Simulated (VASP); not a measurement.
# Fe (Im-3m) in VASP: settings compared

Fe is run at these levels: LDA, HSE06; tasks: single point.

All numbers are computed with VASP 6.6.1; they aren't measurements. Logs are shortened: lines on timing, memory, paths and dates and some standing lists are left out, and cuts for length are marked.

### 1 The cell of the first run

Symmetry: Im-3m, No. 229, cubic system. Conventional cell: a = 2.886 Å, b = 2.886 Å, c = 2.886 Å, α = 90.00°, β = 90.00°, γ = 90.00°. Fe (site symmetry m-3m) has 14 Fe at 2.50 to 2.89 Å within 3.3 Å.

### 2 Single point, LDA, non-collinear spin, typed start (12.02 Å³/atom)

File INCAR:

```
  PREC = Accurate
  ENCUT = 520
  EDIFF = 1E-6
  ISMEAR = 0
  SIGMA = 0.15
  LREAL = False
  LASPH = True
  NELM = 150
  ALGO = Fast
  ISIF = 2
  LWAVE = False
  LCHARG = False
  LNONCOLLINEAR = True
  MAGMOM = -1.469 2.08 0.123
  LORBIT = 11
  LMAXMIX = 4
  GGA = CA
  NBANDS = 19
```

File KPOINTS:

```
regular mesh
0
Gamma
  10 10 10
```

File POSCAR:

```
Fe
1.0
   -1.4430000000      1.4430000000      1.4430000000
    1.4430000000     -1.4430000000      1.4430000000
    1.4430000000      1.4430000000     -1.4430000000
Fe
1
Direct
    0.0000000000      0.0000000000      0.0000000000
```

Potentials or basis: VASP PAW LDA potentials, release 64 (Fe).

Launch:

```console
$ cat potpaw_LDA.64/Fe/POTCAR > POTCAR
$ mpirun -np 1 vasp_ncl > vasp.out
```

OUTCAR:

```text
PREC = Accurate
   ENCUT = 520
   EDIFF = 1E-6
   ISMEAR = 0
   LREAL = False
   LASPH = True
   NELM = 150
   ISIF = 2
   LNONCOLLINEAR = True
   LORBIT = 11
   GGA = CA

 ion  position               nearest neighbor table
   1  0.000  0.000  0.000-

  LATTYP: Found a body centered cubic cell.
 ALAT       =     2.8860000000

  Lattice vectors:

 A1 = (  -1.4430000000,   1.4430000000,   1.4430000000)
 A2 = (   1.4430000000,  -1.4430000000,   1.4430000000)
 A3 = (   1.4430000000,   1.4430000000,  -1.4430000000)

Analysis of symmetry for initial positions (statically):
=====================================================================
 Subroutine PRICEL returns:
 Original cell was already a primitive cell.

 Routine SETGRP: Setting up the symmetry group for a
 body centered cubic supercell.

 Subroutine GETGRP returns: Found 48 space group operations
 (whereof 48 operations were pure point group operations)
 out of a pool of 48 trial point group operations.

The static configuration has the point symmetry O_h .

Analysis of symmetry for dynamics (positions and initial velocities):
=====================================================================
 Subroutine PRICEL returns:
 Original cell was already a primitive cell.

 Routine SETGRP: Setting up the symmetry group for a
 body centered cubic supercell.

 Subroutine GETGRP returns: Found 48 space group operations
 (whereof 48 operations were pure point group operations)
 out of a pool of 48 trial point group operations.

The dynamic configuration has the point symmetry O_h .

Analysis of structural, dynamic, and magnetic symmetry:
=====================================================================
 Subroutine PRICEL returns:
 Original cell was already a primitive cell.

 Routine SETGRP: Setting up the symmetry group for a
 body centered cubic supercell.

 Subroutine GETGRP returns: Found  2 space group operations
 (whereof  2 operations were pure point group operations)
 out of a pool of 48 trial point group operations.

The overall configuration has the point symmetry S_2 .

 Subroutine INISYM returns: Found  2 space group operations
 (whereof  2 operations are pure point group operations),
 and found     1 'primitive' translations

----------------------------------------------------------------------------------------

                                     Primitive cell

  volume of cell :      12.0187

  direct lattice vectors                    reciprocal lattice vectors
    -1.443000000  1.443000000  1.443000000     0.000000000  0.346500347  0.346500347
     1.443000000 -1.443000000  1.443000000     0.346500347  0.000000000  0.346500347
     1.443000000  1.443000000 -1.443000000     0.346500347  0.346500347  0.000000000

  length of vectors
     2.499349315  2.499349315  2.499349315     0.490025489  0.490025489  0.490025489

  position of ions in fractional coordinates (direct lattice)
     0.000000000  0.000000000  0.000000000

  ion indices of the primitive-cell ions
   primitive index   ion index
                 1           1

----------------------------------------------------------------------------------------

 KPOINTS: regular mesh

Automatic generation of k-mesh.
 Grid dimensions read from file:
 generate k-points for:   10   10   10

 Generating k-lattice:

  Cartesian coordinates                     Fractional coordinates (reciprocal lattice)
     0.000000000  0.034650035  0.034650035     0.100000000  0.000000000  0.000000000
     0.034650035  0.000000000  0.034650035     0.000000000  0.100000000  0.000000000
     0.034650035  0.034650035  0.000000000     0.000000000  0.000000000  0.100000000

  Length of vectors
     0.049002549  0.049002549  0.049002549

  Shift w.r.t. Gamma in fractional coordinates (k-lattice)
     0.000000000  0.000000000  0.000000000

 Subroutine IBZKPT returns following result:
 ===========================================

 Found    504 irreducible k-points:

 Following reciprocal coordinates:
            Coordinates               Weight
  0.000000  0.000000  0.000000      1.000000
  0.100000  0.000000  0.000000      2.000000
  0.000000  0.100000  0.000000      2.000000
  0.000000  0.000000  0.100000      2.000000
  0.100000  0.000000 -0.100000      2.000000
  0.100000 -0.100000  0.000000      2.000000
[... 16 lines left out ...]
  0.400000  0.000000 -0.400000      2.000000
  0.400000 -0.400000  0.000000      2.000000
 [... further k-points ...]
   k-points           NKPTS =    504   k-points in BZ     NKDIM =    504   number of bands    NBANDS=     19
   number of dos      NEDOS =    301   number of ions     NIONS =      1
   total plane-waves  NPLWV =   8000
   dimension x,y,z NGX =    20 NGY =   20 NGZ =   20
   dimension x,y,z NGXF=    40 NGYF=   40 NGZF=   40
   ions per type =               1
   NGX,Y,Z   is equivalent  to a cutoff of  13.30, 13.30, 13.30 a.u.
   NGXF,Y,Z  is equivalent  to a cutoff of  26.61, 26.61, 26.61 a.u.
 SYSTEM =  unknown system
   PREC   = accura    normal or accurate (medium, high low for compatibility)
   ISTART =      0    job   : 0-new  1-cont  2-samecut
   ICHARG =      2    charge: 1-file 2-atom 10-const
   ISPIN  =      1    spin polarized calculation?
   LNONCOLLINEAR =      T non collinear calculations
   LSORBIT =      F    spin-orbit coupling
   LASPH  =      T    aspherical Exc in radial PAW
   ENCUT  =  520.0 eV  38.22 Ry    6.18 a.u.   4.65  4.65  4.65*2*pi/ulx,y,z
   NELM   =    150;   NELMIN=  2; NELMDL= -5     # of ELM steps
   EDIFF  = 0.1E-05   stopping-criterion for ELM
   LREAL  =      F    real-space projection
   EDIFFG = 0.1E-04   stopping-criterion for IOM
   NSW    =      0    number of steps for IOM
   IBRION =     -1    ionic relax: 0-MD 1-quasi-New 2-CG
   NFREE  =      0    steps in history (QN), initial steepest desc. (CG)
   ISIF   =      2    stress and relaxation
   ISYM   =      2    0-nonsym 1-usesym 2-fastsym
   POTIM  = 0.5000    time-step for ionic-motion
   TEBEG  =    0.0;   TEEND  =   0.0 temperature during run
   PSTRESS=    0.0 pullay stress
   NELECT =       8.0000    total number of electrons
   NUPDOWN=      -1.0000    fix difference up-down
   EMIN   =  10.00;   EMAX   =-10.00  energy-range for DOS
   EFERMI =   0.00;   METHOD = LEGACY
   ISMEAR =     0;   SIGMA  =   0.15  broadening in eV -4-tet -1-fermi 0-gaus
   EFERMI_NEDOS =   21; number of points for ismear=-14 and -15
   IALGO  =     68    algorithm
   IMIX   =      4    mixing-type and parameters
     AMIX     =   0.40;   BMIX     =  1.00
     AMIX_MAG =   1.60;   BMIX_MAG =  1.00
  volume/ion in A,a.u.               =      12.02        81.11
  Fermi-wavevector in a.u.,A,eV,Ry     =   1.429394  2.701162 27.798962  2.043166
  Thomas-Fermi vector in A             =   2.549352
   LORBIT       =     11    0 simple, 1 ext, 2 COOP (PROOUT), +10 PAW based schemes
   GGA     = CA    functional components
   LHFCALC =     F    Hartree Fock is set to
   AEXX    =    0.0000 exact exchange contribution
   IVDW    =     0    specifies the selected vdW correction
   LEPSILON=     F    determine dielectric tensor
   LRPA    =     F    only Hartree local field effects (RPA)
 RMM-DIIS sequential band-by-band and
 Gauss-broadening in eV      SIGMA  =   0.15
  energy-cutoff  :      520.00
  volume of cell :       12.02
 maximum number of plane-waves:       670
   NGX =  9   NGY =  9   NGZ =  9

 number of electron       7.9999995 magnetization      -1.2403309      1.7562348      0.1039279

 Free energy of the ion-electron system (eV)
  ---------------------------------------------------
  ext. energy  EPLUGINS =         0.00000000
  ---------------------------------------------------
  free energy    TOTEN  =        -9.07890446 eV

  energy without entropy =       -9.06824889  energy(sigma->0) =       -9.07357667

 E-fermi :   5.0972     XC(G=0): -13.1042

 val. band max:        5.0895093156   @ k =  -0.3000   0.4000   0.4000
 cond. band min:       5.1231796107   @ k =   0.1000   0.4000  -0.4000
 fundamental gap:      0.0336702950
 Fermi energy:         5.0971907833

 k-point     1 :       0.0000    0.0000    0.0000
  band No.  band energies     occupation
      1      -3.0786      1.00000
      2      -2.7383      1.00000
      3       2.9307      1.00000
      4       2.9307      1.00000
      5       2.9307      1.00000
      6       4.1678      1.00000
[... 11 lines left out ...]
     18      29.5556      0.00000
     19      34.2246      0.00000

 k-point     2 :       0.1000    0.0000    0.0000
  band No.  band energies     occupation
      1      -2.6857      1.00000
      2      -2.3427      1.00000
      3       2.8284      1.00000
      4       2.9187      1.00000
      5       3.1359      1.00000
      6       4.0739      1.00000
[... 11 lines left out ...]
     18      29.3518      0.00000
     19      32.7728      0.00000

 k-point     3 :       0.0000    0.1000    0.0000
  band No.  band energies     occupation
      1      -2.6857      1.00000
      2      -2.3427      1.00000
      3       2.8284      1.00000
      4       2.9187      1.00000
      5       3.1359      1.00000
      6       4.0739      1.00000
[... 11 lines left out ...]
     18      29.3518      0.00000
     19      33.0103      0.00000

 k-point     4 :       0.0000    0.0000    0.1000
  band No.  band energies     occupation
      1      -2.6857      1.00000
      2      -2.3427      1.00000
      3       2.8284      1.00000
      4       2.9187      1.00000
      5       3.1359      1.00000
      6       4.0739      1.00000
[... 11 lines left out ...]
     18      29.3518      0.00000
     19      32.6976      0.00000

 k-point     5 :       0.1000    0.0000   -0.1000
  band No.  band energies     occupation
      1      -2.6857      1.00000
      2      -2.3427      1.00000
      3       2.8284      1.00000
      4       2.9187      1.00000
      5       3.1359      1.00000
      6       4.0739      1.00000
[... 11 lines left out ...]
     18      29.3518      0.00000
     19      32.7913      0.00000

 k-point     6 :       0.1000   -0.1000    0.0000
  band No.  band energies     occupation
      1      -2.6857      1.00000
      2      -2.3427      1.00000
      3       2.8284      1.00000
      4       2.9187      1.00000
      5       3.1359      1.00000
      6       4.0739      1.00000
[... 11 lines left out ...]
     18      29.3518      0.00000
     19      32.8408      0.00000

 k-point     7 :       0.0000    0.1000   -0.1000
  band No.  band energies     occupation
      1      -2.6857      1.00000
      2      -2.3427      1.00000
      3       2.8284      1.00000
      4       2.9187      1.00000
      5       3.1359      1.00000
      6       4.0739      1.00000
[... 11 lines left out ...]
     18      29.3518      0.00000
     19      32.8469      0.00000

 k-point     8 :       0.2000    0.0000    0.0000
  band No.  band energies     occupation
      1      -1.5931      1.00000
      2      -1.2265      1.00000
      3       2.5674      1.00000
      4       2.8333      1.00000
      5       3.7008      1.00000
      6       3.9708      1.00000
[... 256 lines left out ...]
 k-point    20 :       0.4000    0.0000    0.0000
  band No.  band energies     occupation
      1       0.4147      1.00000
      2       1.4358      1.00000
      3       2.0150      1.00000
      4       3.6442      1.00000
      5       4.0239      1.00000
      6       4.3148      1.00000
[... 11 lines left out ...]
     18      25.5797      0.00000
     19      27.7560      0.00000

 k-point    21 :       0.0000    0.4000    0.0000
  band No.  band energies     occupation
      1       0.4147      1.00000
      2       1.4358      1.00000
      3       2.0150      1.00000
      4       3.6442      1.00000
      5       4.0239      1.00000
      6       4.3148      1.00000
[... 11 lines left out ...]
     18      25.5797      0.00000
     19      27.7558      0.00000

 k-point    22 :       0.0000    0.0000    0.4000
  band No.  band energies     occupation
      1       0.4147      1.00000
      2       1.4359      1.00000
      3       2.0150      1.00000
      4       3.6442      1.00000
      5       4.0239      1.00000
      6       4.3148      1.00000
[... 11 lines left out ...]
     18      25.5797      0.00000
     19      27.7560      0.00000

 k-point    23 :       0.4000    0.0000   -0.4000
  band No.  band energies     occupation
      1       0.4147      1.00000
      2       1.4358      1.00000
      3       2.0150      1.00000
      4       3.6442      1.00000
      5       4.0239      1.00000
      6       4.3148      1.00000
[... 11 lines left out ...]
     18      25.5797      0.00000
     19      27.7558      0.00000

 k-point    24 :       0.4000   -0.4000    0.0000
  band No.  band energies     occupation
      1       0.4147      1.00000
      2       1.4359      1.00000
      3       2.0150      1.00000
      4       3.6442      1.00000
      5       4.0239      1.00000
      6       4.3148      1.00000
[... 11 lines left out ...]
     18      25.5797      0.00000
     19      27.7560      0.00000

 [... further k-points ...]
[... 5 lines left out ...]
  --------------------------------------------------------------------------------------
  -------------------------------------------------------------------------------------
  Total       -2.0286168     -2.0286166     -2.0286100      0.0000007     -0.0000011      0.0000003
  in kB     -270.4279691   -270.4279485   -270.4270671      0.0000931     -0.0001521      0.0000368
  external PRESSURE =    -270.4276616 kB  Pullay stress =       0.0000000 kB

 VOLUME and BASIS-vectors are now :
 -----------------------------------------------------------------------------
  energy-cutoff  :      520.00
  volume of cell :       12.02
      direct lattice vectors                 reciprocal lattice vectors
    -1.443000000  1.443000000  1.443000000     0.000000000  0.346500347  0.346500347
     1.443000000 -1.443000000  1.443000000     0.346500347  0.000000000  0.346500347
     1.443000000  1.443000000 -1.443000000     0.346500347  0.346500347  0.000000000

 POSITION                                       TOTAL-FORCE (eV/Angst)
 -----------------------------------------------------------------------------------
      0.00000      0.00000      0.00000         0.000000      0.000000     -0.000000
 -----------------------------------------------------------------------------------
    total drift:                                0.000000     -0.000000      0.000000

  FREE ENERGIE OF THE ION-ELECTRON SYSTEM (eV)
  ---------------------------------------------------
  free  energy   TOTEN  =        -9.0789044600 eV

  energy  without entropy=       -9.0682488854  energy(sigma->0) =       -9.07357667

 total charge

# of ion       s       p       d       tot
------------------------------------------
    1        0.464   0.487   6.218   7.169

 magnetization (x)

# of ion       s       p       d       tot
------------------------------------------
    1        0.007   0.024  -1.264  -1.232

 magnetization (y)

# of ion       s       p       d       tot
------------------------------------------
    1       -0.011  -0.034   1.789   1.745

 magnetization (z)

# of ion       s       p       d       tot
------------------------------------------
    1       -0.001  -0.002   0.106   0.103
```

Wall time 7.2 min (1 thread of Intel Xeon 8259CL, shared host); peak memory 0.27 GiB.

Results:

```
Free energy                                           : -9.0789 eV
Pressure                                              : -27.0 GPa
Band gap on the k mesh                                : zero (bands 8 and 9 overlap by 2.86 eV)
Net moment                                            : 2.15 μB per cell
Valence electrons inside the program's atomic spheres : Fe 7.17
```

Moments on the atoms (μB; x, y, z):
```
Fe  -1.23  1.75  0.10
```

Caveat: the cell stands under tension.

(Continued in part 2 of 3.)

The gap in the log of VASP goes by the Fermi energy; the results here count the filled bands.